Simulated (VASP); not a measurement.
# CaO (R-3m) in VASP: a series of runs

Aim: see how the results for CaO move with the level of theory and the settings. Levels: PBE, r2SCAN. Tasks: single point.

Program: VASP 6.6.1. These are calculated values, not measurements. Logs are shortened: lines on timing, memory, paths and dates and some standing lists are left out, and cuts for length are marked.

## 1. The cell of the first run

Symmetry: R-3m, No. 166, trigonal system. The conventional cell has a = 4.036 Å, b = 4.036 Å, c = 5.309 Å, α = 90.00°, β = 90.00°, γ = 120.00°. Ca (site symmetry -3m) has 8 O at 2.49 to 2.65 Å and 6 Ca at 2.93 Å within 3.3 Å. O (site symmetry -3m) has 8 Ca at 2.49 to 2.65 Å and 6 O at 2.93 Å within 3.3 Å.

## 2. Single point, PBE (epitaxial 111 strain -1.7%)

INCAR

```
ALGO     = Normal         # electronic algorithm
EDIFF    = 1E-6           # SCF threshold, eV
ENCUT    = 520            # plane-wave cutoff, eV
GGA      = PE             # functional
ISIF     = 2              # what is computed and relaxed
ISMEAR   = -1             # smearing method
LASPH    = T              # aspherical terms in the spheres
LCHARG   = F              # write CHGCAR
LREAL    = F              # projectors in reciprocal space
LWAVE    = F              # write WAVECAR
NBANDS   = 15             # bands
NELM     = 100            # most SCF steps
PREC     = Accurate       # precision mode
SIGMA    = 0.02           # smearing width, eV
```

KPOINTS

```
k-points
0
Gamma
  8 8 8
```

POSCAR

```
CaO
1.0
    2.9240994032      0.0705353117      0.0705353117
    0.0705353117      2.9240994032      0.0705353117
    0.0705353117      0.0705353117      2.9240994032
Ca O
1 1
Direct
    0.0000000000      0.0000000000      0.0000000000
    0.5000000000      0.5000000000      0.5000000000
```

Potentials or basis: VASP PAW PBE potentials, release 64 (Ca_sv, O).

The run is started by

```bash
cat potpaw_PBE.64/Ca_sv/POTCAR potpaw_PBE.64/O/POTCAR > POTCAR
mpirun -np 1 vasp_std > vasp.out
```

OUTCAR:

```text
EDIFF = 1E-6
   ENCUT = 520
   GGA = PE
   ISIF = 2
   ISMEAR = -1
   LASPH = T
   LREAL = F
   NELM = 100
   PREC = Accurate

 ion  position               nearest neighbor table
   1  0.000  0.000  0.000-   2 2.49   2 2.49   2 2.49   2 2.49   2 2.49   2 2.49
   2  0.500  0.500  0.500-   1 2.49   1 2.49   1 2.49   1 2.49   1 2.49   1 2.49

  LATTYP: Found a trigonal (rhomboedric) cell.
 ALAT       =     2.9258003657
 COS(alpha) =     0.0487692460

  Lattice vectors:

 A1 = (   2.9240994032,   0.0705353117,   0.0705353117)
 A2 = (   0.0705353117,   2.9240994032,   0.0705353117)
 A3 = (   0.0705353117,   0.0705353117,   2.9240994032)

Analysis of symmetry for initial positions (statically):
=====================================================================
 Subroutine PRICEL returns:
 Original cell was already a primitive cell.

 Routine SETGRP: Setting up the symmetry group for a
 trigonal (rhombohedral) supercell.

 Subroutine GETGRP returns: Found 12 space group operations
 (whereof 12 operations were pure point group operations)
 out of a pool of 12 trial point group operations.

The static configuration has the point symmetry D_3d.
[... 5 lines left out ...]

 Routine SETGRP: Setting up the symmetry group for a
 trigonal (rhombohedral) supercell.

 Subroutine GETGRP returns: Found 12 space group operations
 (whereof 12 operations were pure point group operations)
 out of a pool of 12 trial point group operations.

The dynamic configuration has the point symmetry D_3d.

 Subroutine INISYM returns: Found 12 space group operations
 (whereof 12 operations are pure point group operations),
 and found     1 'primitive' translations

----------------------------------------------------------------------------------------

                                     Primitive cell

  volume of cell :      24.9592

  direct lattice vectors                    reciprocal lattice vectors
     2.924099403  0.070535312  0.070535312     0.342374691 -0.008064258 -0.008064258
     0.070535312  2.924099403  0.070535312    -0.008064258  0.342374691 -0.008064258
     0.070535312  0.070535312  2.924099403    -0.008064258 -0.008064258  0.342374691

  length of vectors
     2.925800366  2.925800366  2.925800366     0.342564583  0.342564583  0.342564583

  position of ions in fractional coordinates (direct lattice)
     0.000000000  0.000000000  0.000000000
     0.500000000  0.500000000  0.500000000

  ion indices of the primitive-cell ions
   primitive index   ion index
                 1           1
                 2           2

----------------------------------------------------------------------------------------

 KPOINTS: k-points

Automatic generation of k-mesh.
 Grid dimensions read from file:
 generate k-points for:    8    8    8

 Generating k-lattice:

  Cartesian coordinates                     Fractional coordinates (reciprocal lattice)
     0.042796836 -0.001008032 -0.001008032     0.125000000  0.000000000  0.000000000
    -0.001008032  0.042796836 -0.001008032     0.000000000  0.125000000  0.000000000
    -0.001008032 -0.001008032  0.042796836     0.000000000  0.000000000  0.125000000

  Length of vectors
     0.042820573  0.042820573  0.042820573

  Shift w.r.t. Gamma in fractional coordinates (k-lattice)
     0.000000000  0.000000000  0.000000000

 Subroutine IBZKPT returns following result:
 ===========================================

 Found     65 irreducible k-points:

 Following reciprocal coordinates:
            Coordinates               Weight
  0.000000  0.000000  0.000000      1.000000
  0.125000  0.000000  0.000000      6.000000
  0.250000  0.000000  0.000000      6.000000
  0.375000  0.000000  0.000000      6.000000
  0.500000  0.000000  0.000000      3.000000
  0.125000  0.125000  0.000000      6.000000
[... 16 lines left out ...]
  0.250000  0.125000  0.125000      6.000000
  0.375000  0.125000  0.125000      6.000000
 [... further k-points ...]
   k-points           NKPTS =     65   k-points in BZ     NKDIM =     65   number of bands    NBANDS=     15
   number of dos      NEDOS =    301   number of ions     NIONS =      2
   total plane-waves  NPLWV =  13824
   dimension x,y,z NGX =    24 NGY =   24 NGZ =   24
   dimension x,y,z NGXF=    48 NGYF=   48 NGZF=   48
   ions per type =               1   1
   NGX,Y,Z   is equivalent  to a cutoff of  13.64, 13.64, 13.64 a.u.
   NGXF,Y,Z  is equivalent  to a cutoff of  27.27, 27.27, 27.27 a.u.
 SYSTEM =  unknown system
   PREC   = accura    normal or accurate (medium, high low for compatibility)
   ISTART =      0    job   : 0-new  1-cont  2-samecut
   ICHARG =      2    charge: 1-file 2-atom 10-const
   ISPIN  =      1    spin polarized calculation?
   LNONCOLLINEAR =      F non collinear calculations
   LSORBIT =      F    spin-orbit coupling
   LASPH  =      T    aspherical Exc in radial PAW
   ENCUT  =  520.0 eV  38.22 Ry    6.18 a.u.   5.44  5.44  5.44*2*pi/ulx,y,z
   NELM   =    100;   NELMIN=  2; NELMDL= -5     # of ELM steps
   EDIFF  = 0.1E-05   stopping-criterion for ELM
   LREAL  =      F    real-space projection
   EDIFFG = 0.1E-04   stopping-criterion for IOM
   NSW    =      0    number of steps for IOM
   IBRION =     -1    ionic relax: 0-MD 1-quasi-New 2-CG
   NFREE  =      0    steps in history (QN), initial steepest desc. (CG)
   ISIF   =      2    stress and relaxation
   ISYM   =      2    0-nonsym 1-usesym 2-fastsym
   POTIM  = 0.5000    time-step for ionic-motion
   TEBEG  =    0.0;   TEEND  =   0.0 temperature during run
   PSTRESS=    0.0 pullay stress
   NELECT =      16.0000    total number of electrons
   NUPDOWN=      -1.0000    fix difference up-down
   EMIN   =  10.00;   EMAX   =-10.00  energy-range for DOS
   EFERMI =   0.00;   METHOD = LEGACY
   ISMEAR =    -1;   SIGMA  =   0.02  broadening in eV -4-tet -1-fermi 0-gaus
   EFERMI_NEDOS =   21; number of points for ismear=-14 and -15
   IALGO  =     38    algorithm
   IMIX   =      4    mixing-type and parameters
     AMIX     =   0.40;   BMIX     =  1.00
     AMIX_MAG =   1.60;   BMIX_MAG =  1.00
  volume/ion in A,a.u.               =      12.48        84.22
  Fermi-wavevector in a.u.,A,eV,Ry     =   1.411578  2.667496 27.110322  1.992552
  Thomas-Fermi vector in A             =   2.533415
   LORBIT       =      0    0 simple, 1 ext, 2 COOP (PROOUT), +10 PAW based schemes
   GGA     = PE    functional components
   LHFCALC =     F    Hartree Fock is set to
   AEXX    =    0.0000 exact exchange contribution
   IVDW    =     0    specifies the selected vdW correction
   LEPSILON=     F    determine dielectric tensor
   LRPA    =     F    only Hartree local field effects (RPA)
 non-spin polarized calculation
  energy-cutoff  :      520.00
  volume of cell :       24.96
 maximum number of plane-waves:       691
 NGX is ok and might be reduce to    24
   NGX = 11   NGY = 11   NGZ = 11

 number of electron      16.0000000 magnetization

 Free energy of the ion-electron system (eV)
  ---------------------------------------------------
  ext. energy  EPLUGINS =         0.00000000
  ---------------------------------------------------
  free energy    TOTEN  =       -11.83182824 eV

  energy without entropy =      -11.83182824  energy(sigma->0) =      -11.83182824

 E-fermi :   4.4521     XC(G=0): -11.1553

 val. band max:        4.0222155952   @ k =   0.5000   0.5000   0.0000
 cond. band min:       6.8536635571   @ k =   0.0000   0.0000   0.0000
 fundamental gap:      2.8314479618
 Fermi energy:         4.4520957065

 k-point     1 :       0.0000    0.0000    0.0000
  band No.  band energies     occupation
      1     -35.2655      2.00000
      2     -15.7417      2.00000
      3     -15.7417      2.00000
      4     -15.7409      2.00000
      5     -12.3577      2.00000
      6       3.6961      2.00000
      7       3.6961      2.00000
      8       3.7840      2.00000
      9       6.8537      0.00000
     10       6.8537      0.00000
     11       8.9773      0.00000
     12      12.3037      0.00000
     13      12.3037      0.00000
     14      12.5325      0.00000
     15      23.1517      0.00000

 k-point     2 :       0.1250    0.0000    0.0000
  band No.  band energies     occupation
      1     -35.2428      2.00000
      2     -15.9926      2.00000
      3     -15.7262      2.00000
      4     -15.7238      2.00000
      5     -12.1563      2.00000
      6       2.9841      2.00000
      7       3.5985      2.00000
      8       3.7105      2.00000
      9       6.9836      0.00000
     10       7.5179      0.00000
     11       9.6068      0.00000
     12      12.3004      0.00000
     13      12.3072      0.00000
     14      12.4740      0.00000
     15      22.2563      0.00000

 k-point     3 :       0.2500    0.0000    0.0000
  band No.  band energies     occupation
      1     -35.1872      2.00000
      2     -16.5204      2.00000
      3     -15.6899      2.00000
      4     -15.6803      2.00000
      5     -11.7305      2.00000
      6       1.6900      2.00000
      7       3.3642      2.00000
      8       3.5949      2.00000
      9       7.3198      0.00000
     10       8.9885      0.00000
     11      10.9019      0.00000
     12      12.1672      0.00000
     13      12.3164      0.00000
     14      12.5800      0.00000
     15      20.5226      0.00000
[... 343 lines left out ...]
 k-point    23 :       0.2500    0.1250    0.1250
  band No.  band energies     occupation
      1     -35.1467      2.00000
      2     -16.4203      2.00000
      3     -15.8580      2.00000
      4     -15.7999      2.00000
      5     -11.7042      2.00000
      6       1.9345      2.00000
      7       2.9632      2.00000
      8       3.3112      2.00000
      9       7.9412      0.00000
     10       9.1396      0.00000
     11      10.9073      0.00000
     12      12.0206      0.00000
     13      12.0954      0.00000
     14      12.3047      0.00000
     15      21.3867      0.00000

 k-point    24 :       0.3750    0.1250    0.1250
  band No.  band energies     occupation
      1     -35.0912      2.00000
      2     -16.8496      2.00000
      3     -15.8045      2.00000
      4     -15.7528      2.00000
      5     -11.4325      2.00000
      6       1.0277      2.00000
      7       2.7355      2.00000
      8       3.4632      2.00000
      9       8.1918      0.00000
     10      10.3154      0.00000
     11      10.6929      0.00000
     12      12.0918      0.00000
     13      12.1870      0.00000
     14      13.6991      0.00000
     15      19.2861      0.00000

 [... further k-points ...]
[... 5 lines left out ...]
  --------------------------------------------------------------------------------------
  -------------------------------------------------------------------------------------
  Total        0.3911549      0.3911549      0.3911549      0.1349293      0.1349293      0.1349293
  in kB       25.1090081     25.1090081     25.1090081      8.6613755      8.6613755      8.6613755
  external PRESSURE =      25.1090081 kB  Pullay stress =       0.0000000 kB

 VOLUME and BASIS-vectors are now :
 -----------------------------------------------------------------------------
  energy-cutoff  :      520.00
  volume of cell :       24.96
      direct lattice vectors                 reciprocal lattice vectors
     2.924099403  0.070535312  0.070535312     0.342374691 -0.008064258 -0.008064258
     0.070535312  2.924099403  0.070535312    -0.008064258  0.342374691 -0.008064258
     0.070535312  0.070535312  2.924099403    -0.008064258 -0.008064258  0.342374691

 POSITION                                       TOTAL-FORCE (eV/Angst)
 -----------------------------------------------------------------------------------
      0.00000      0.00000      0.00000         0.000000      0.000000      0.000000
      1.53259      1.53259      1.53259        -0.000000     -0.000000      0.000000
 -----------------------------------------------------------------------------------
    total drift:                               -0.000000      0.000000     -0.000000

  FREE ENERGIE OF THE ION-ELECTRON SYSTEM (eV)
  ---------------------------------------------------
  free  energy   TOTEN  =       -11.8318282419 eV

  energy  without entropy=      -11.8318282419  energy(sigma->0) =      -11.83182824
```

Wall time 12 s (1 thread of AMD EPYC 9R14 (Zen 4), shared host); peak memory 0.12 GiB.

Results:

```
Free energy            : -11.8318 eV
Pressure               : 2.5 GPa
Band gap on the k mesh : 2.83 eV, indirect (least direct gap 3.07 eV)
```

Caveat: the cell differs from its parent crystal (epitaxial 111 strain -1.7%). A k mesh can miss the band edges.

## 3. Single point, r2SCAN (epitaxial 111 strain -1.7%)

POSCAR is that of step 2.

INCAR.step1

```
SYSTEM = CaO
PREC = Accurate
ENCUT = 520
ISMEAR = 0
SIGMA = 0.01
LREAL = .FALSE.
LASPH = .TRUE.
NELM = 80
NBANDS = 15
GGA = PE
ALGO = Normal
EDIFF = 1E-4
LWAVE = .TRUE.
LCHARG = .FALSE.
```

INCAR.step2

```
SYSTEM = CaO
PREC = Accurate
ENCUT = 520
EDIFF = 1E-6
ISMEAR = 0
SIGMA = 0.01
LREAL = .FALSE.
LASPH = .TRUE.
NELM = 80
ALGO = Normal
ISIF = 2
LWAVE = .FALSE.
LCHARG = .FALSE.
METAGGA = R2SCAN
LMIXTAU = .TRUE.
NBANDS = 15
ISTART = 1
```

KPOINTS

```
Automatic mesh
0
G
  8 8 8
  0 0 0
```

Potentials or basis: VASP PAW PBE potentials, release 64 (Ca_sv, O).

The run is started by

```bash
cat potpaw_PBE.64/Ca_sv/POTCAR potpaw_PBE.64/O/POTCAR > POTCAR
cp INCAR.step1 INCAR
mpirun -np 1 vasp_std > vasp.out
cp INCAR.step2 INCAR
mpirun -np 1 vasp_std > vasp.out
```

It took 50 s on 1 thread of AMD EPYC 9R14 (Zen 4), shared host; peak memory 0.13 GiB.

Results (log left out):

* Free energy: -18.5131 eV
* Pressure: -0.7 GPa
* Band gap on the k mesh: 3.35 eV, indirect (least direct gap 3.58 eV)

Stress tensor (GPa, compression positive):
```
-0.65  0.76  0.76
 0.76 -0.65  0.76
 0.76  0.76 -0.65
```

Levels at points of the mesh, in eV from the valence-band top:
```
           k point  band 4  band 5  band 6  band 7  band 8  band 9  band 10  band 11  band 12  band 13
(0.00, 0.00, 0.00)  -20.42  -17.34   -0.33   -0.33   -0.23    3.35     3.35     5.81     8.91     8.91
(0.50, 0.00, 0.00)  -20.29  -16.14   -3.71   -0.98   -0.59    4.37     7.52     8.57     9.03     9.36
(0.50, 0.50, 0.00)  -20.21  -16.69   -2.20   -2.00    0.00    4.37     5.36     7.20     7.26    10.35
(0.50, 0.50, 0.50)  -21.05  -16.16   -3.41   -3.32   -3.32    8.05     8.79     8.79    10.46    10.46
```

Caveat: the cell differs from its parent crystal (epitaxial 111 strain -1.7%); the PAW data sets were made with another functional, which shifts forces and pressure a little.
